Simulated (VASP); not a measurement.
## C: single point with PBEsol

The system is C.

```
C
1.0
     0.00000    1.77690    1.77690
     1.77690    0.00000    1.77690
     1.77690    1.77690    0.00000
C
2
Direct
  0.00000 0.00000 0.00000
  0.25000 0.25000 0.25000
```

| Property | Result |
| --- | --- |
| Program | VASP 6.6.1 |
| Task | single point |
| Functional | PBEsol |
| Potentials or basis | VASP PAW PBE potentials, release 64 (C) |
| Cutoff | 520 eV |
| k mesh | 11 × 11 × 11 |
| Occupations | fermi-dirac, width 0.05 eV |
| Spin | no spin polarisation |

The pressure is 1.1 GPa. The band gap on the k mesh is 4.03 eV, indirect (least direct gap 5.57 eV).

Levels at points of the mesh, in eV from the valence-band top:
```
           k point  band 1  band 2  band 3  band 4  band 5  band 6  band 7  band 8  band 9
(0.00, 0.00, 0.00)  -21.67    0.00    0.00    0.00    5.57    5.57    5.57   13.62   19.10
```

Run time: 17 s on 1 thread of AMD EPYC 7R13, with other jobs on the host, peak memory 0.09 GiB.

Caveat: the PAW data sets were made with another functional, which shifts forces and pressure a little. A k mesh can miss the band edges.
